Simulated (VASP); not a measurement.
# Cd (Fd-3m) in VASP: a series of runs

The runs below take Cd through relaxation of cell and atoms, with PBE.

Everything below comes from runs of VASP 6.6.1. Logs are shortened: lines on timing, memory, paths and dates and some standing lists are left out, and cuts for length are marked.

## (1) The cell of the first run

Symmetry: Fd-3m, No. 227, cubic system. The conventional cell has a = 6.080 Å, b = 6.080 Å, c = 6.080 Å, α = 90.00°, β = 90.00°, γ = 90.00°. Cd (site symmetry -43m) has 4 Cd at 2.63 Å within 3.5 Å.

This isn't the form of Cd at room conditions, which is hcp.

## (2) Relaxation of cell and atoms, PBE

INCAR

```
ALGO = Normal
EDIFF = 1E-7
EDIFFG = -0.03
ENCUT = 500
GGA = PE
GGA_COMPAT = F
IBRION = 2
ISIF = 3
ISMEAR = -1
LASPH = T
LCHARG = F
LREAL = F
LWAVE = F
NELM = 120
NELMIN = 4
NSW = 60
PREC = Accurate
SIGMA = 0.1
```

KPOINTS

```
k-points
0
Gamma
  12 12 12
```

POSCAR

```
Cd
1.0
    0.0000000000      3.0400000000      3.0400000000
    3.0400000000      0.0000000000      3.0400000000
    3.0400000000      3.0400000000      0.0000000000
Cd
2
Direct
    1.0000000000      1.0000000000      1.0000000000
    0.2500000000      0.2500000000      0.2500000000
```

Potentials or basis: VASP PAW PBE potentials, release 64 (Cd).

Launch:

```sh
$ cat potpaw_PBE.64/Cd/POTCAR > POTCAR
$ mpirun -np 1 vasp_std > vasp.out
```

OUTCAR:

```text
EDIFF = 1E-7
   EDIFFG = -0.03
   ENCUT = 500
   GGA = PE
   IBRION = 2
   ISIF = 3
   ISMEAR = -1
   LASPH = T
   LREAL = F
   NELM = 120
   NELMIN = 4
   NSW = 60
   PREC = Accurate

 ion  position               nearest neighbor table
   1  0.000  0.000  0.000-   2 2.63   2 2.63   2 2.63   2 2.63
   2  0.250  0.250  0.250-   1 2.63   1 2.63   1 2.63   1 2.63

  LATTYP: Found a face centered cubic cell.
 ALAT       =     6.0800000000

  Lattice vectors:

 A1 = (   0.0000000000,   3.0400000000,   3.0400000000)
 A2 = (   3.0400000000,   0.0000000000,   3.0400000000)
 A3 = (   3.0400000000,   3.0400000000,   0.0000000000)

Analysis of symmetry for initial positions (statically):
=====================================================================
 Subroutine PRICEL returns:
 Original cell was already a primitive cell.

 Routine SETGRP: Setting up the symmetry group for a
 face centered cubic supercell.

 Subroutine GETGRP returns: Found 48 space group operations
 (whereof 24 operations were pure point group operations)
 out of a pool of 48 trial point group operations.

The static configuration has the point symmetry T_d .
 The point group associated with its full space group is O_h .

Analysis of symmetry for dynamics (positions and initial velocities):
=====================================================================
 Subroutine PRICEL returns:
 Original cell was already a primitive cell.

 Routine SETGRP: Setting up the symmetry group for a
 face centered cubic supercell.

 Subroutine GETGRP returns: Found 48 space group operations
 (whereof 24 operations were pure point group operations)
 out of a pool of 48 trial point group operations.

The dynamic configuration has the point symmetry T_d .
 The point group associated with its full space group is O_h .

 Subroutine INISYM returns: Found 48 space group operations
 (whereof 24 operations are pure point group operations),
 and found     1 'primitive' translations

----------------------------------------------------------------------------------------

                                     Primitive cell

  volume of cell :      56.1889

  direct lattice vectors                    reciprocal lattice vectors
     0.000000000  3.040000000  3.040000000    -0.164473684  0.164473684  0.164473684
     3.040000000  0.000000000  3.040000000     0.164473684 -0.164473684  0.164473684
     3.040000000  3.040000000  0.000000000     0.164473684  0.164473684 -0.164473684

  length of vectors
     4.299209230  4.299209230  4.299209230     0.284876778  0.284876778  0.284876778

  position of ions in fractional coordinates (direct lattice)
     0.000000000  0.000000000  0.000000000
     0.250000000  0.250000000  0.250000000

  ion indices of the primitive-cell ions
   primitive index   ion index
                 1           1
                 2           2

----------------------------------------------------------------------------------------

 KPOINTS: k-points

Automatic generation of k-mesh.
 Grid dimensions read from file:
 generate k-points for:   12   12   12

 Generating k-lattice:

  Cartesian coordinates                     Fractional coordinates (reciprocal lattice)
    -0.013706140  0.013706140  0.013706140     0.083333333  0.000000000  0.000000000
     0.013706140 -0.013706140  0.013706140     0.000000000  0.083333333  0.000000000
     0.013706140  0.013706140 -0.013706140     0.000000000  0.000000000  0.083333333

  Length of vectors
     0.023739731  0.023739731  0.023739731

  Shift w.r.t. Gamma in fractional coordinates (k-lattice)
     0.000000000  0.000000000  0.000000000

 Subroutine IBZKPT returns following result:
 ===========================================

 Found     72 irreducible k-points:

 Following reciprocal coordinates:
            Coordinates               Weight
  0.000000  0.000000  0.000000      1.000000
  0.083333  0.000000  0.000000      8.000000
  0.166667  0.000000  0.000000      8.000000
  0.250000  0.000000  0.000000      8.000000
  0.333333  0.000000  0.000000      8.000000
  0.416667  0.000000  0.000000      8.000000
[... 16 lines left out ...]
  0.500000  0.166667  0.000000     24.000000
 -0.416667  0.166667  0.000000     24.000000
 [... further k-points ...]
   k-points           NKPTS =     72   k-points in BZ     NKDIM =     72   number of bands    NBANDS=     16
   number of dos      NEDOS =    301   number of ions     NIONS =      2
   total plane-waves  NPLWV =  32768
   dimension x,y,z NGX =    32 NGY =   32 NGZ =   32
   dimension x,y,z NGXF=    64 NGYF=   64 NGZF=   64
   ions per type =               2
   NGX,Y,Z   is equivalent  to a cutoff of  12.37, 12.37, 12.37 a.u.
   NGXF,Y,Z  is equivalent  to a cutoff of  24.75, 24.75, 24.75 a.u.
 SYSTEM =  unknown system
   PREC   = accura    normal or accurate (medium, high low for compatibility)
   ISTART =      0    job   : 0-new  1-cont  2-samecut
   ICHARG =      2    charge: 1-file 2-atom 10-const
   ISPIN  =      1    spin polarized calculation?
   LNONCOLLINEAR =      F non collinear calculations
   LSORBIT =      F    spin-orbit coupling
   LASPH  =      T    aspherical Exc in radial PAW
   ENCUT  =  500.0 eV  36.75 Ry    6.06 a.u.   7.84  7.84  7.84*2*pi/ulx,y,z
   NELM   =    120;   NELMIN=  4; NELMDL= -5     # of ELM steps
   EDIFF  = 0.1E-06   stopping-criterion for ELM
   LREAL  =      F    real-space projection
   EDIFFG = -.3E-01   stopping-criterion for IOM
   NSW    =     60    number of steps for IOM
   IBRION =      2    ionic relax: 0-MD 1-quasi-New 2-CG
   NFREE  =      1    steps in history (QN), initial steepest desc. (CG)
   ISIF   =      3    stress and relaxation
   ISYM   =      2    0-nonsym 1-usesym 2-fastsym
   POTIM  = 0.5000    time-step for ionic-motion
   TEBEG  =    0.0;   TEEND  =   0.0 temperature during run
   PSTRESS=    0.0 pullay stress
   NELECT =      24.0000    total number of electrons
   NUPDOWN=      -1.0000    fix difference up-down
   EMIN   =  10.00;   EMAX   =-10.00  energy-range for DOS
   EFERMI =   0.00;   METHOD = LEGACY
   ISMEAR =    -1;   SIGMA  =   0.10  broadening in eV -4-tet -1-fermi 0-gaus
   EFERMI_NEDOS =   21; number of points for ismear=-14 and -15
   IALGO  =     38    algorithm
   IMIX   =      4    mixing-type and parameters
     AMIX     =   0.40;   BMIX     =  1.00
     AMIX_MAG =   1.60;   BMIX_MAG =  1.00
  volume/ion in A,a.u.               =      28.09       189.59
  Fermi-wavevector in a.u.,A,eV,Ry     =   1.232901  2.329846 20.681478  1.520046
  Thomas-Fermi vector in A             =   2.367653
   LORBIT       =      0    0 simple, 1 ext, 2 COOP (PROOUT), +10 PAW based schemes
   GGA     = PE    functional components
   LHFCALC =     F    Hartree Fock is set to
   AEXX    =    0.0000 exact exchange contribution
   IVDW    =     0    specifies the selected vdW correction
   LEPSILON=     F    determine dielectric tensor
   LRPA    =     F    only Hartree local field effects (RPA)
 conjugate gradient relaxation of ions
 non-spin polarized calculation
  energy-cutoff  :      500.00
  volume of cell :       56.19
 maximum number of plane-waves:      1458
   NGX = 15   NGY = 15   NGZ = 15

--------------------------------------- Ionic step        1  -------------------------------------------

 number of electron      24.0000000 magnetization

 Free energy of the ion-electron system (eV)
  ---------------------------------------------------
  ext. energy  EPLUGINS =         0.00000000
  ---------------------------------------------------
  free energy    TOTEN  =        -0.40836012 eV

  energy without entropy =       -0.37430065  energy(sigma->0) =       -0.39133038

------------------------ aborting loop because EDIFF is reached ----------------------------------------

  FORCE on cell =-STRESS in cart. coord.  units (eV):
  Direction    XX          YY          ZZ          XY          YZ          ZX
  --------------------------------------------------------------------------------------
  -------------------------------------------------------------------------------------
  Total        3.6523206      3.6523206      3.6523206     -0.0000000      0.0000000      0.0000000
  in kB      104.1426750    104.1426750    104.1426750     -0.0000000      0.0000000      0.0000000
  external PRESSURE =     104.1426750 kB  Pullay stress =       0.0000000 kB

 VOLUME and BASIS-vectors are now :
 -----------------------------------------------------------------------------
  energy-cutoff  :      500.00
  volume of cell :       56.19
      direct lattice vectors                 reciprocal lattice vectors
     0.000000000  3.040000000  3.040000000    -0.164473684  0.164473684  0.164473684
     3.040000000  0.000000000  3.040000000     0.164473684 -0.164473684  0.164473684
     3.040000000  3.040000000  0.000000000     0.164473684  0.164473684 -0.164473684
[... 37 lines left out ...]
 POSITION                                       TOTAL-FORCE (eV/Angst)
 -----------------------------------------------------------------------------------
      3.30782      6.61564      3.30782         0.000000      0.000000      0.000000
      1.65391      1.65391      1.65391        -0.000000     -0.000000     -0.000000
 -----------------------------------------------------------------------------------
    total drift:                               -0.000000     -0.000000      0.000000

  FREE ENERGIE OF THE ION-ELECTRON SYSTEM (eV)
  ---------------------------------------------------
  free  energy   TOTEN  =        -0.8360188213 eV

  energy  without entropy=       -0.7986927846  energy(sigma->0) =       -0.81735580

--------------------------------------- Ionic step        3  -------------------------------------------

 number of electron      23.9999980 magnetization

 Free energy of the ion-electron system (eV)
  ---------------------------------------------------
  ext. energy  EPLUGINS =         0.00000000
  ---------------------------------------------------
  free energy    TOTEN  =        -0.83717534 eV

  energy without entropy =       -0.79954429  energy(sigma->0) =       -0.81835982

 E-fermi :   0.1393     XC(G=0):  -8.1506

 val. band max:        0.1299284395   @ k =  -0.3333   0.3333   0.1667
 cond. band min:       0.1694603406   @ k =  -0.4167   0.3333   0.0833
 fundamental gap:      0.0395319011
 Fermi energy:         0.1392665810

 k-point     1 :       0.0000    0.0000    0.0000
  band No.  band energies     occupation
      1      -9.0021      2.00000
      2      -9.0021      2.00000
      3      -9.0021      2.00000
      4      -8.9494      2.00000
      5      -8.9494      2.00000
      6      -8.3063      2.00000
[... 8 lines left out ...]
     15       4.9795      0.00000
     16       5.6238      0.00000
[... 419 lines left out ...]
 k-point    24 :      -0.4167    0.1667    0.0000
  band No.  band energies     occupation
      1      -9.1192      2.00000
      2      -9.0845      2.00000
      3      -8.9236      2.00000
      4      -8.7842      2.00000
      5      -8.7506      2.00000
      6      -8.5074      2.00000
[... 8 lines left out ...]
     15       4.9539      0.00000
     16       6.5185      0.00000

 [... further k-points ...]

------------------------ aborting loop because EDIFF is reached ----------------------------------------

  FORCE on cell =-STRESS in cart. coord.  units (eV):
  Direction    XX          YY          ZZ          XY          YZ          ZX
  --------------------------------------------------------------------------------------
  -------------------------------------------------------------------------------------
  Total       -0.0439994     -0.0439994     -0.0439994      0.0000000      0.0000000      0.0000000
  in kB       -0.9522451     -0.9522451     -0.9522451      0.0000000      0.0000000      0.0000000
  external PRESSURE =      -0.9522451 kB  Pullay stress =       0.0000000 kB

 VOLUME and BASIS-vectors are now :
 -----------------------------------------------------------------------------
  energy-cutoff  :      500.00
  volume of cell :       74.03
      direct lattice vectors                 reciprocal lattice vectors
     0.000000000  3.332673095  3.332673095    -0.150029717  0.150029717  0.150029717
     3.332673095  0.000000000  3.332673095     0.150029717 -0.150029717  0.150029717
     3.332673095  3.332673095  0.000000000     0.150029717  0.150029717 -0.150029717

 POSITION                                       TOTAL-FORCE (eV/Angst)
 -----------------------------------------------------------------------------------
      0.00000      0.00000      0.00000         0.000000      0.000000      0.000000
      1.66634      1.66634      1.66634        -0.000000     -0.000000     -0.000000
 -----------------------------------------------------------------------------------
    total drift:                               -0.000000      0.000000      0.000000

  FREE ENERGIE OF THE ION-ELECTRON SYSTEM (eV)
  ---------------------------------------------------
  free  energy   TOTEN  =        -0.8371753433 eV

  energy  without entropy=       -0.7995442939  energy(sigma->0) =       -0.81835982

 reached required accuracy - stopping structural energy minimisation
```

Wall time 43 s (1 thread of Intel Xeon 6975P-C (Granite Rapids), shared host); peak memory 0.21 GiB.

What came out:

```yaml
Free_energy: -0.8372 eV
Relaxed_volume: 37.02 Å³/atom
Relaxed_cell: a = 4.713 Å, b = 4.713 Å, c = 4.713 Å, α = 60.00°, β = 60.00°, γ = 60.00°
Space_group_after_relaxing_to_0.1_Å: Fd-3m (No. 227)
Energy_gained_by_relaxing: 214.4 meV/atom
Ionic_steps: 3
Pressure_after_relaxing: -0.1 GPa
Band_gap_on_the_k_mesh: zero (bands 12 and 13 overlap by 4.68 eV)
```

Step by step:
```
step  energy change (eV)  largest force (eV/Å)  pressure (GPa)  volume (Å³)
   1              0.0000                0.0000           10.41        56.19
   2             -0.4277                0.0000            0.34        72.39
   3             -0.4288                0.0000           -0.10        74.03
```

Final structure:
```cif
data_structure
_symmetry_space_group_name_H-M 'P 1'
_symmetry_Int_Tables_number 1
_cell_length_a 4.7131
_cell_length_b 4.7131
_cell_length_c 4.7131
_cell_angle_alpha 60.000
_cell_angle_beta 60.000
_cell_angle_gamma 60.000
_cell_volume 74.03
loop_
_atom_site_label
_atom_site_type_symbol
_atom_site_fract_x
_atom_site_fract_y
_atom_site_fract_z
_atom_site_occupancy
Cd1 Cd 0.00000 0.00000 0.00000 1
Cd2 Cd 0.25000 0.25000 0.25000 1
```

Levels at points of the mesh, in eV from the Fermi level:
| k point | band 9 | band 10 | band 11 | band 12 | band 13 | band 14 | band 15 | band 16 |
| --- | --- | --- | --- | --- | --- | --- | --- | --- |
| (0.00, 0.00, 0.00) | -8.30 | -8.30 | -6.34 | 4.27 | 4.27 | 4.27 | 4.84 | 5.48 |
| (0.50, 0.00, 0.00) | -8.27 | -8.27 | -4.27 | -2.47 | 2.71 | 2.71 | 4.20 | 6.24 |
| (0.50, 0.50, 0.00) | -8.22 | -8.22 | -2.90 | -2.90 | 0.96 | 0.96 | 3.68 | 3.68 |

Caveat: the volume moved by over 15 % at a fixed basis, so the end points are rough.

## (3) Relaxation of cell and atoms, PBE, target pressure 5 GPa, at which the enthalpy is minimised

INCAR

```
SYSTEM = Cd
  PREC = Accurate
  ENCUT = 500
  EDIFF = 1E-7
  ISMEAR = -1
  SIGMA = 0.1
  LREAL = .False.
  LASPH = .True.
  NELM = 120
  ALGO = Normal
  ISIF = 3
  LWAVE = .False.
  LCHARG = .False.
  GGA = PE
  IBRION = 2
  NSW = 60
  EDIFFG = -0.03
  PSTRESS = 50.0
  GGA_COMPAT = .False.
  NELMIN = 4
```

KPOINTS

```
regular mesh
0
Gamma
  12 12 12
  0 0 0
```

POSCAR is that of step 2.

Potentials or basis: VASP PAW PBE potentials, release 64 (Cd).

Launch:

```sh
$ cat potpaw_PBE.64/Cd/POTCAR > POTCAR
$ mpirun -np 1 vasp_std > vasp.out
```

It took 42 s on 1 thread of Intel Xeon 6975P-C (Granite Rapids), shared host; peak memory 0.21 GiB.

It converged, with:

- Free energy: -0.6867 eV
- Relaxed volume: 31.08 Å³/atom
- Relaxed cell: a = 4.446 Å, b = 4.446 Å, c = 4.446 Å, α = 60.00°, β = 60.00°, γ = 60.00°
- Space group after relaxing (to 0.1 Å): Fd-3m (No. 227)
- Energy change on relaxing (the run minimises the enthalpy): -139.2 meV/atom
- Ionic steps: 3
- Pressure after relaxing: 5.0 GPa
- Band gap on the k mesh: zero (bands 12 and 13 overlap by 5.72 eV)

Step by step:
| step | energy change (eV) | largest force (eV/Å) | pressure (GPa) | volume (Å³) |
| --- | --- | --- | --- | --- |
| 1 | 0.0000 | 0.0000 | 10.41 | 56.19 |
| 2 | -0.3357 | 0.0000 | 3.69 | 64.27 |
| 3 | -0.2783 | 0.0000 | 5.02 | 62.15 |

Final structure:
```xyz
2
Lattice="0.0000 3.1439 3.1439 3.1439 0.0000 3.1439 3.1439 3.1439 0.0000" Properties=species:S:1:pos:R:3 pbc="T T T"
Cd    0.0000    0.0000    0.0000
Cd    1.5720    1.5720    1.5720
```

Levels at points of the mesh, in eV from the Fermi level:
| k point | band 9 | band 10 | band 11 | band 12 | band 13 | band 14 | band 15 | band 16 |
| --- | --- | --- | --- | --- | --- | --- | --- | --- |
| (0.00, 0.00, 0.00) | -8.24 | -8.24 | -7.05 | 5.10 | 5.10 | 5.10 | 6.22 | 6.22 |
| (0.50, 0.00, 0.00) | -8.22 | -8.22 | -4.42 | -2.82 | 3.17 | 3.17 | 5.40 | 6.97 |
| (0.50, 0.50, 0.00) | -8.15 | -8.15 | -2.96 | -2.96 | 1.01 | 1.01 | 4.16 | 4.16 |

Caveat: the cell is relaxed towards a set pressure, so the run minimises the enthalpy, not the energy.

## (4) Relaxation of cell and atoms, PBE, target pressure 10 GPa, at which the enthalpy is minimised

Edit INCAR of step 3 so:

```diff
@@ -17,3 +17,3 @@
   EDIFFG = -0.03
-  PSTRESS = 50.0
+  PSTRESS = 100.0
   GGA_COMPAT = .False.
```

KPOINTS is that of step 3.

POSCAR is that of step 3.

Launch:

```sh
$ cat potpaw_PBE.64/Cd/POTCAR > POTCAR
$ mpirun -np 1 vasp_std > vasp.out
```

Wall time 38 s (1 thread of Intel Xeon 6975P-C (Granite Rapids), shared host); peak memory 0.21 GiB.

Results (log left out):

* Free energy: -0.4311 eV
* Relaxed volume: 28.27 Å³/atom
* Relaxed cell: a = 4.308 Å, b = 4.308 Å, c = 4.308 Å, α = 60.00°, β = 60.00°, γ = 60.00°
* Space group after relaxing (to 0.1 Å): Fd-3m (No. 227)
* Energy change on relaxing (the run minimises the enthalpy): -11.4 meV/atom
* Ionic steps: 3
* Pressure after relaxing: 10.0 GPa
* Band gap on the k mesh: zero (bands 12 and 13 overlap by 6.37 eV)

The path:
| step | energy change (eV) | largest force (eV/Å) | pressure (GPa) | volume (Å³) |
| --- | --- | --- | --- | --- |
| 1 | 0.0000 | 0.0000 | 10.41 | 56.19 |
| 2 | -0.0373 | 0.0000 | 9.74 | 56.78 |
| 3 | -0.0227 | 0.0000 | 10.00 | 56.55 |

Final structure:
```xyz
2
Lattice="0.0000 3.0464 3.0464 3.0464 0.0000 3.0464 3.0464 3.0464 0.0000" Properties=species:S:1:pos:R:3 pbc="T T T"
Cd    0.0000    0.0000    0.0000
Cd    1.5232    1.5232    1.5232
```

Levels at points of the mesh, in eV from the Fermi level:
```tsv
k point	band 10	band 11	band 12	band 13	band 14	band 15
(0.00, 0.00, 0.00)	-8.24	-7.50	5.62	5.62	5.62	6.66
(0.50, 0.00, 0.00)	-8.22	-4.50	-3.07	3.45	3.45	6.13
(0.50, 0.50, 0.00)	-8.14	-3.00	-3.00	1.02	1.02	4.44
```

Caveat: the cell is relaxed towards a set pressure, so the run minimises the enthalpy, not the energy.

(Part 1 of 2 ends here.)

The gap in the log of VASP goes by the Fermi energy; the results here count the filled bands.